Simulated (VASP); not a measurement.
Input of a VASP 6.6.1 run:

The input INCAR:

```
SYSTEM = H4RuCl
ALGO = Normal
EDIFF = 1E-6
EDIFFG = -0.01
ENCUT = 600
GGA = PE
IBRION = 2
ISIF = 3
ISMEAR = 0
LASPH = .True.
LCHARG = .False.
LREAL = .False.
LWAVE = .False.
NELM = 60
NSW = 100
PREC = Accurate
SIGMA = 0.1
```

KPOINTS

```
k-points
0
Gamma
  12 12 12
  0 0 0
```

POSCAR

```
H4RuCl
1.0
    0.0000000000      2.8535493971      2.8535493971
    2.8535493971      0.0000000000      2.8535493971
    2.8535493971      2.8535493971      0.0000000000
H Ru Cl
4 1 1
Direct
    0.3386572653      0.3386572653      0.3386572653
    0.9840282040      0.3386572653      0.3386572653
    0.3386572653      0.3386572653      0.9840282040
    0.3386572653      0.9840282040      0.3386572653
    0.0000000000      0.0000000000      0.0000000000
    0.7500000000      0.7500000000      0.7500000000
```

Potentials or basis: VASP PAW PBE potentials, release 64 (H, Ru_pv, Cl).

Run with:

```bash
$ cat potpaw_PBE.64/H/POTCAR potpaw_PBE.64/Ru_pv/POTCAR potpaw_PBE.64/Cl/POTCAR > POTCAR
$ mpirun -np 1 vasp_std > vasp.out
```

(1) Predict the space group after relaxing (to 0.05 Å).

(2) What does it give for the relaxed cell?

(3) Estimate the relaxed volume.

Results:

(1) F-43m (No. 216).

(2) a = 4.033 Å, b = 4.033 Å, c = 4.033 Å, α = 60.00°, β = 60.00°, γ = 60.00°.

(3) 7.73 Å³/atom.

Caveat: an odd number of electrons without spin polarisation forces a metal; a magnetic or distorted state may lie lower.
